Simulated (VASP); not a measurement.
Ca, 1 atom in the cell. It takes space group Im-3m (No. 229, cubic). The conventional cell has a = 4.480 Å, b = 4.480 Å, c = 4.480 Å, α = 90.00°, β = 90.00°, γ = 90.00°. Within 5.1 Å of Ca (site symmetry m-3m) lie 14 Ca at 3.88 to 4.48 Å. This isn't the form of Ca at room conditions, which is fcc.

```yaml
Program: VASP 6.6.1
Task: band structure
Functional: PBE
Potentials_or_basis: VASP PAW PBE potentials, release 64 (Ca_sv)
Cutoff: 520 eV
k_mesh: 19 × 19 × 19
Occupations: methfessel-paxton, width 0.05 eV
Spin: no spin polarisation
Tolerance_level: standard
Purpose: bands
Route: KPOINTS_OPT
Further_INCAR_settings: ALGO = Normal; EDIFF = 1e-07; NBANDS = 16
```

Potentials or basis: VASP PAW PBE potentials, release 64 (Ca_sv).

The run is started by

```console
$ cat potpaw_PBE.64/Ca_sv/POTCAR > POTCAR
$ mpirun -np 1 vasp_std > vasp.out
```

Hardware: 1 thread of Intel(R) Xeon(R) 6975P-C (Granite Rapids) (shared host).

Task: How long does it take, and how much memory?

Result: It took 80 s on 1 thread of Intel(R) Xeon(R) 6975P-C (Granite Rapids), with other jobs on the host, peak memory 0.34 GiB. Counts: k points 220.
